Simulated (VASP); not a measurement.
# BN (P6_3mc) in VASP: a series of runs, part 2 of 2

VASP 6.6.1. Earlier steps stand in the parts before.

### 3 Single point, LDA (strain -0.080 along x and y, +0.040 along z)

The input, INCAR:

```
SYSTEM = BN
PREC     = Accurate       ! precision mode
ENCUT    = 520            ! plane-wave cutoff, eV
EDIFF    = 1E-7           ! SCF threshold, eV
ISMEAR   = 0              ! smearing method
SIGMA    = 0.05           ! smearing width, eV
LREAL    = .FALSE.        ! projectors in reciprocal space
LASPH    = .TRUE.         ! aspherical terms in the spheres
NELM     = 60             ! most SCF steps
ALGO     = Normal         ! electronic algorithm
ISIF     = 2              ! what is computed and relaxed
LWAVE    = .FALSE.        ! write WAVECAR
LCHARG   = .FALSE.        ! write CHGCAR
NBANDS   = 16             ! bands
```

The input, KPOINTS:

```
regular mesh
0
G
  12 12 6
  0 0 0
```

The input, POSCAR:

```
BN
1.0
    2.3496244336      0.0000000000      0.0000000000
   -1.1748122168      2.0348344488      0.0000000000
    0.0000000000      0.0000000000      4.3959292000
B N
2 2
Direct
    0.6666666667      0.3333333333      0.9997240000
    0.3333333333      0.6666666667      0.4997240000
    0.6666666667      0.3333333333      0.6252760000
    0.3333333333      0.6666666667      0.1252760000
```

Potentials or basis: VASP PAW LDA potentials, release 64 (B, N).

Command:

```sh
> cat potpaw_LDA.64/B/POTCAR potpaw_LDA.64/N/POTCAR > POTCAR
> mpirun -np 1 vasp_std > vasp.out
```

OUTCAR:

```text
SYSTEM = BN
   PREC = Accurate
   ENCUT = 520
   EDIFF = 1E-7
   ISMEAR = 0
   LREAL = .FALSE.
   LASPH = .TRUE.
   NELM = 60
   ISIF = 2

 ion  position               nearest neighbor table
   1  0.667  0.333  1.000-   4 1.46   4 1.46   4 1.46   3 1.65
   2  0.333  0.667  0.500-   3 1.46   3 1.46   3 1.46   4 1.65
   3  0.667  0.333  0.625-   2 1.46   2 1.46   2 1.46   1 1.65
   4  0.333  0.667  0.125-   1 1.46   1 1.46   1 1.46   2 1.65

  LATTYP: Found a hexagonal cell.
 ALAT       =     2.3496244336
 C/A-ratio  =     1.8709071702

  Lattice vectors:

 A1 = (   2.3496244336,   0.0000000000,   0.0000000000)
 A2 = (  -1.1748122168,   2.0348344488,   0.0000000000)
 A3 = (   0.0000000000,   0.0000000000,   4.3959292000)

Analysis of symmetry for initial positions (statically):
=====================================================================
 Subroutine PRICEL returns:
 Original cell was already a primitive cell.

 Routine SETGRP: Setting up the symmetry group for a
 hexagonal supercell.

 Subroutine GETGRP returns: Found 12 space group operations
 (whereof  6 operations were pure point group operations)
 out of a pool of 24 trial point group operations.

The static configuration has the point symmetry C_3v.
 The point group associated with its full space group is C_6v.

Analysis of symmetry for dynamics (positions and initial velocities):
=====================================================================
 Subroutine PRICEL returns:
 Original cell was already a primitive cell.

 Routine SETGRP: Setting up the symmetry group for a
 hexagonal supercell.

 Subroutine GETGRP returns: Found 12 space group operations
 (whereof  6 operations were pure point group operations)
 out of a pool of 24 trial point group operations.

The dynamic configuration has the point symmetry C_3v.
 The point group associated with its full space group is C_6v.

 Subroutine INISYM returns: Found 12 space group operations
 (whereof  6 operations are pure point group operations),
 and found     1 'primitive' translations

----------------------------------------------------------------------------------------

                                     Primitive cell

  volume of cell :      21.0174

  direct lattice vectors                    reciprocal lattice vectors
     2.349624434  0.000000000  0.000000000     0.425599932  0.245720236  0.000000000
    -1.174812217  2.034834449  0.000000000     0.000000000  0.491440471  0.000000000
     0.000000000  0.000000000  4.395929200     0.000000000  0.000000000  0.227483191

  length of vectors
     2.349624434  2.349624434  4.395929200     0.491440471  0.491440471  0.227483191

  position of ions in fractional coordinates (direct lattice)
     0.666666667  0.333333333  0.999724000
     0.333333333  0.666666667  0.499724000
     0.666666667  0.333333333  0.625276000
     0.333333333  0.666666667  0.125276000

  ion indices of the primitive-cell ions
   primitive index   ion index
                 1           1
                 2           2
                 3           3
                 4           4

----------------------------------------------------------------------------------------

[... 26 lines left out ...]
  0.000000  0.000000  0.000000      1.000000
  0.083333 -0.000000  0.000000      6.000000
  0.166667  0.000000  0.000000      6.000000
  0.250000  0.000000  0.000000      6.000000
  0.333333  0.000000  0.000000      6.000000
  0.416667  0.000000  0.000000      6.000000
[... 16 lines left out ...]
  0.250000  0.000000  0.166667     12.000000
  0.333333  0.000000  0.166667     12.000000
 [... further k-points ...]
   k-points           NKPTS =     76   k-points in BZ     NKDIM =     76   number of bands    NBANDS=     16
   number of dos      NEDOS =    301   number of ions     NIONS =      4
   total plane-waves  NPLWV =  11664
   dimension x,y,z NGX =    18 NGY =   18 NGZ =   36
   dimension x,y,z NGXF=    36 NGYF=   36 NGZF=   72
   ions per type =               2   2
   NGX,Y,Z   is equivalent  to a cutoff of  12.74, 12.74, 13.61 a.u.
   NGXF,Y,Z  is equivalent  to a cutoff of  25.47, 25.47, 27.23 a.u.
 SYSTEM =  BN
   PREC   = accura    normal or accurate (medium, high low for compatibility)
   ISTART =      0    job   : 0-new  1-cont  2-samecut
   ICHARG =      2    charge: 1-file 2-atom 10-const
   ISPIN  =      1    spin polarized calculation?
   LNONCOLLINEAR =      F non collinear calculations
   LSORBIT =      F    spin-orbit coupling
   LASPH  =      T    aspherical Exc in radial PAW
   ENCUT  =  520.0 eV  38.22 Ry    6.18 a.u.   4.37  4.37  8.17*2*pi/ulx,y,z
   NELM   =     60;   NELMIN=  2; NELMDL= -5     # of ELM steps
   EDIFF  = 0.1E-06   stopping-criterion for ELM
   LREAL  =      F    real-space projection
   EDIFFG = 0.1E-05   stopping-criterion for IOM
   NSW    =      0    number of steps for IOM
   IBRION =     -1    ionic relax: 0-MD 1-quasi-New 2-CG
   NFREE  =      0    steps in history (QN), initial steepest desc. (CG)
   ISIF   =      2    stress and relaxation
   ISYM   =      2    0-nonsym 1-usesym 2-fastsym
   POTIM  = 0.5000    time-step for ionic-motion
   TEBEG  =    0.0;   TEEND  =   0.0 temperature during run
   PSTRESS=    0.0 pullay stress
   NELECT =      16.0000    total number of electrons
   NUPDOWN=      -1.0000    fix difference up-down
   EMIN   =  10.00;   EMAX   =-10.00  energy-range for DOS
   EFERMI =   0.00;   METHOD = LEGACY
   ISMEAR =     0;   SIGMA  =   0.05  broadening in eV -4-tet -1-fermi 0-gaus
   EFERMI_NEDOS =   21; number of points for ismear=-14 and -15
   IALGO  =     38    algorithm
   IMIX   =      4    mixing-type and parameters
     AMIX     =   0.40;   BMIX     =  1.00
     AMIX_MAG =   1.60;   BMIX_MAG =  1.00
  volume/ion in A,a.u.               =       5.25        35.46
  Fermi-wavevector in a.u.,A,eV,Ry     =   1.494819  2.824799 30.402018  2.234485
  Thomas-Fermi vector in A             =   2.607043
   LORBIT       =      0    0 simple, 1 ext, 2 COOP (PROOUT), +10 PAW based schemes
   GGA     = CA    functional components
   LHFCALC =     F    Hartree Fock is set to
   AEXX    =    0.0000 exact exchange contribution
   IVDW    =     0    specifies the selected vdW correction
   LEPSILON=     F    determine dielectric tensor
   LRPA    =     F    only Hartree local field effects (RPA)
 non-spin polarized calculation
 Gauss-broadening in eV      SIGMA  =   0.05
  energy-cutoff  :      520.00
  volume of cell :       21.02
 maximum number of plane-waves:       593
 NGX is ok and might be reduce to    18
   NGX =  9   NGY =  9   NGZ = 17

 number of electron      16.0000006 magnetization

 Free energy of the ion-electron system (eV)
  ---------------------------------------------------
  ext. energy  EPLUGINS =         0.00000000
  ---------------------------------------------------
  free energy    TOTEN  =       -37.68240525 eV

  energy without entropy =      -37.68240525  energy(sigma->0) =      -37.68240525

 E-fermi :   9.6941     XC(G=0): -13.6649

 val. band max:        9.3903352587   @ k =   0.0000   0.0000   0.0000
 cond. band min:      13.5498348359   @ k =   0.3333   0.3333   0.0000
 fundamental gap:      4.1594995772
 Fermi energy:         9.6941374613

 k-point     1 :       0.0000    0.0000    0.0000
  band No.  band energies     occupation
      1     -12.6082      2.00000
      2      -8.9929      2.00000
      3      -3.2737      2.00000
      4       7.8721      2.00000
      5       7.8721      2.00000
      6       8.0183      2.00000
[... 433 lines left out ...]
      3      -0.3142      2.00000
      4       0.9214      2.00000
      5       2.3622      2.00000
      6       5.1236      2.00000
[... 8 lines left out ...]
     15      26.6819      0.00000
     16      26.6829      0.00000

 [... further k-points ...]

------------------------ aborting loop because EDIFF is reached ----------------------------------------

  FORCE on cell =-STRESS in cart. coord.  units (eV):
  Direction    XX          YY          ZZ          XY          YZ          ZX
  --------------------------------------------------------------------------------------
  -------------------------------------------------------------------------------------
  Total       13.3411568     13.3411568     -5.8920513      0.0000000      0.0000000      0.0000000
  in kB     1017.0114656   1017.0114656   -449.1577307      0.0000000      0.0000000      0.0000000
  external PRESSURE =     528.2884002 kB  Pullay stress =       0.0000000 kB

 VOLUME and BASIS-vectors are now :
 -----------------------------------------------------------------------------
  energy-cutoff  :      520.00
  volume of cell :       21.02
      direct lattice vectors                 reciprocal lattice vectors
     2.349624434  0.000000000  0.000000000     0.425599932  0.245720236  0.000000000
    -1.174812217  2.034834449  0.000000000     0.000000000  0.491440471  0.000000000
     0.000000000  0.000000000  4.395929200     0.000000000  0.000000000  0.227483191

 POSITION                                       TOTAL-FORCE (eV/Angst)
 -----------------------------------------------------------------------------------
      1.17481      0.67828      4.39472         0.000000      0.000000     -0.304578
     -0.00000      1.35656      2.19675        -0.000000     -0.000000     -0.304578
      1.17481      0.67828      2.74867         0.000000      0.000000      0.304578
     -0.00000      1.35656      0.55070         0.000000     -0.000000      0.304578
 -----------------------------------------------------------------------------------
    total drift:                               -0.000000     -0.000000      0.000475

  FREE ENERGIE OF THE ION-ELECTRON SYSTEM (eV)
  ---------------------------------------------------
  free  energy   TOTEN  =       -37.6824052480 eV

  energy  without entropy=      -37.6824052480  energy(sigma->0) =      -37.68240525
```

Run time: 41 s. Hardware: 1 thread of Intel Xeon 6975P-C, shared host; peak memory 0.13 GiB.

Results:

```
Free energy            : -37.6824 eV
Pressure               : 52.8 GPa
Largest force          : 0.305 eV/Å
Band gap on the k mesh : 4.16 eV, indirect (least direct gap 4.84 eV)
```

Forces in eV/Å, atoms in the order of the input:
```
B    0.000  0.000 -0.305
B    0.000  0.000 -0.305
N    0.000  0.000  0.305
N    0.000  0.000  0.305
```

Caveat: the cell differs from its parent crystal (strain -0.080 along x and y, +0.040 along z). A k mesh can miss the band edges.

### 4 Single point, LDA (strain -0.080 along x and y, +0.080 along z)

The input, INCAR:

```
SYSTEM = BN
PREC = Accurate ; ENCUT = 520
EDIFF = 1E-7 ; ISMEAR = 0
SIGMA = 0.05 ; LREAL = .FALSE.
LASPH = .TRUE. ; NELM = 80
ALGO = Normal ; ISIF = 2
LWAVE = .FALSE. ; LCHARG = .FALSE.
NBANDS = 16
```

The input, KPOINTS:

```
Automatic mesh
0
G
  12 12 6
  0 0 0
```

POSCAR: that of step 3 with these lines changed.

```diff
@@ -4,3 +4,3 @@
    -1.1748122168      2.0348344488      0.0000000000
-    0.0000000000      0.0000000000      4.3959292000
+    0.0000000000      0.0000000000      4.5650034000
 B N
```

Command:

```sh
> cat potpaw_LDA.64/B/POTCAR potpaw_LDA.64/N/POTCAR > POTCAR
> mpirun -np 1 vasp_std > vasp.out
```

Wall time 42 s (1 thread of Intel Xeon 6975P-C, shared host); peak memory 0.13 GiB.

It converged, with:

```yaml
Free_energy: -37.3741 eV
Pressure: 38.0 GPa
Largest_force: 0.241 eV/Å
Band_gap_on_the_k_mesh: 3.47 eV, direct
```

Forces in eV/Å, atoms in the order of the input:
```
B    0.000  0.000  0.241
B    0.000  0.000  0.241
N    0.000  0.000 -0.241
N    0.000  0.000 -0.241
```

Stress tensor (GPa, compression positive):
```
 95.14   0.00   0.00
  0.00  95.14   0.00
  0.00   0.00 -76.33
```

Levels at points of the mesh, in eV from the valence-band top:
| k point | band 4 | band 5 | band 6 | band 7 | band 8 | band 9 | band 10 | band 11 | band 12 | band 13 |
| --- | --- | --- | --- | --- | --- | --- | --- | --- | --- | --- |
| (0.00, 0.00, 0.00) | -1.77 | -1.25 | -1.25 | 0.00 | 0.00 | 3.47 | 9.97 | 9.97 | 12.43 | 12.43 |
| (0.50, 0.00, 0.00) | -9.90 | -7.22 | -4.85 | -4.74 | -2.97 | 6.33 | 7.90 | 9.50 | 11.81 | 11.84 |
| (0.00, 0.00, 0.50) | -7.98 | -0.67 | -0.67 | -0.67 | -0.67 | 9.66 | 9.66 | 11.11 | 11.11 | 11.11 |
| (0.50, 0.00, 0.50) | -11.15 | -4.78 | -4.78 | -3.94 | -3.94 | 5.23 | 5.23 | 10.33 | 10.33 | 14.77 |

Caveat: the cell differs from its parent crystal (strain -0.080 along x and y, +0.080 along z). A k mesh can miss the band edges.

### 5 Single point, LDA (strain +0.000 along x and y, -0.080 along z)

The input, INCAR:

```
ALGO = Normal
EDIFF = 1E-6
ENCUT = 520
GGA = CA
ISIF = 2
ISMEAR = 0
LASPH = T
LCHARG = F
LREAL = F
LWAVE = F
NBANDS = 16
NELM = 60
PREC = Accurate
SIGMA = 0.05
```

The input, KPOINTS:

```
k-points
0
Gamma
  12 12 6
```

The input, POSCAR:

```
BN
1.0
    2.5539396017      0.0000000000      0.0000000000
   -1.2769698009      2.2117765748      0.0000000000
    0.0000000000      0.0000000000      3.8887066000
B N
2 2
Direct
    0.6666666667      0.3333333333      0.9997240000
    0.3333333333      0.6666666667      0.4997240000
    0.6666666667      0.3333333333      0.6252760000
    0.3333333333      0.6666666667      0.1252760000
```

Command:

```sh
> cat potpaw_LDA.64/B/POTCAR potpaw_LDA.64/N/POTCAR > POTCAR
> mpirun -np 1 vasp_std > vasp.out
```

Run time: 38 s. Hardware: 1 thread of Intel Xeon 6975P-C, shared host; peak memory 0.13 GiB.

The run converged. Its results:

| Property | Result |
| --- | --- |
| Free energy | -38.2997 eV |
| Pressure | 26.3 GPa |
| Largest force | 0.776 eV/Å |
| Band gap on the k mesh | 5.12 eV, indirect (least direct gap 7.71 eV) |

Forces in eV/Å, atoms in the order of the input:
```
B    0.000  0.000  0.776
B    0.000  0.000  0.776
N    0.000  0.000 -0.776
N    0.000  0.000 -0.776
```

Stress tensor (GPa, compression positive):
```
-7.63  0.00  0.00
 0.00 -7.63  0.00
 0.00  0.00 94.30
```

Levels at points of the mesh, in eV from the valence-band top:
| k point | band 4 | band 5 | band 6 | band 7 | band 8 | band 9 | band 10 | band 11 | band 12 | band 13 |
| --- | --- | --- | --- | --- | --- | --- | --- | --- | --- | --- |
| (0.00, 0.00, 0.00) | -3.01 | -3.01 | -0.22 | 0.00 | 0.00 | 7.71 | 7.71 | 8.79 | 10.42 | 12.29 |
| (0.50, 0.00, 0.00) | -7.43 | -7.33 | -5.92 | -5.02 | -1.89 | 5.97 | 8.58 | 10.24 | 11.70 | 16.38 |
| (0.00, 0.00, 0.50) | -5.20 | -1.70 | -1.70 | -1.70 | -1.70 | 8.98 | 8.98 | 9.61 | 9.61 | 9.61 |
| (0.50, 0.00, 0.50) | -10.64 | -4.29 | -4.29 | -3.35 | -3.35 | 6.76 | 6.76 | 11.24 | 11.24 | 14.79 |

Caveat: the cell differs from its parent crystal (strain +0.000 along x and y, -0.080 along z). A k mesh can miss the band edges.

### 6 Single point, LDA (strain -0.040 along x and y, +0.000 along z)

The input, INCAR:

```
PREC = Accurate
ENCUT = 520
EDIFF = 1E-7
ISMEAR = 0
SIGMA = 0.05
LREAL = False
LASPH = True
NELM = 80
ALGO = Normal
ISIF = 2
LWAVE = False
LCHARG = False
NBANDS = 16
```

The input, KPOINTS:

```
Automatic mesh
0
Gamma
  12 12 6
```

The input, POSCAR:

```
BN
1.0
    2.4517820176      0.0000000000      0.0000000000
   -1.2258910088      2.1233055118      0.0000000000
    0.0000000000      0.0000000000      4.2268550000
B N
2 2
Direct
    0.6666666667      0.3333333333      0.9997240000
    0.3333333333      0.6666666667      0.4997240000
    0.6666666667      0.3333333333      0.6252760000
    0.3333333333      0.6666666667      0.1252760000
```

Potentials or basis: VASP PAW LDA potentials, release 64 (B, N).

Command:

```sh
> cat potpaw_LDA.64/B/POTCAR potpaw_LDA.64/N/POTCAR > POTCAR
> mpirun -np 1 vasp_std > vasp.out
```

It took 38 s on 1 thread of Intel Xeon 6975P-C, shared host; peak memory 0.13 GiB.

It converged, with:

| Property | Result |
| --- | --- |
| Free energy | -38.6005 eV |
| Pressure | 21.6 GPa |
| Largest force | 0.161 eV/Å |
| Band gap on the k mesh | 4.66 eV, indirect (least direct gap 7.49 eV) |

Forces in eV/Å, atoms in the order of the input:
```
B    0.000  0.000 -0.161
B    0.000  0.000 -0.161
N    0.000  0.000  0.161
N    0.000  0.000  0.161
```

Stress tensor (GPa, compression positive):
```
36.95  0.00  0.00
 0.00 36.95  0.00
 0.00  0.00 -8.96
```

Levels at points of the mesh, in eV from the valence-band top:
```csv
k point,band 5,band 6,band 7,band 8,band 9,band 10,band 11,band 12
"(0.00, 0.00, 0.00)",-1.98,-0.53,0.00,0.00,7.49,8.91,8.91,11.35
"(0.50, 0.00, 0.00)",-7.28,-5.16,-4.78,-2.45,7.27,7.68,11.12,12.11
"(0.00, 0.00, 0.50)",-1.09,-1.09,-1.09,-1.09,10.43,10.43,10.43,10.43
"(0.50, 0.00, 0.50)",-4.06,-4.06,-4.00,-4.00,6.52,6.52,10.27,10.27
```

Caveat: the cell differs from its parent crystal (strain -0.040 along x and y, +0.000 along z).

### 7 Overview

| cell | gap on the mesh (eV) | pressure (GPa) | largest force (eV/Å) |
| --- | --- | --- | --- |
| a = 2.452, b = 2.452, c = 3.889 Å, angles 90.0, 90.0, 120.0°, 4 atoms | 4.82 | 68.4 | 0.43 |
| a = 2.350, b = 2.350, c = 4.396 Å, angles 90.0, 90.0, 120.0°, 4 atoms | 4.16 | 52.8 | 0.30 |
| a = 2.350, b = 2.350, c = 4.565 Å, angles 90.0, 90.0, 120.0°, 4 atoms | 3.47 | 38.0 | 0.24 |
| a = 2.554, b = 2.554, c = 3.889 Å, angles 90.0, 90.0, 120.0°, 4 atoms | 5.12 | 26.3 | 0.78 |
| a = 2.452, b = 2.452, c = 4.227 Å, angles 90.0, 90.0, 120.0°, 4 atoms | 4.66 | 21.6 | 0.16 |

Alike in all rows: task single point; level LDA; potentials or basis VASP PAW LDA potentials, release 64 (B, N); no spin polarisation; k mesh 12 × 12 × 6; cutoff (eV) 520; smearing gaussian 0.05 eV.

Absolute energies hang on the potentials; compare differences alone.
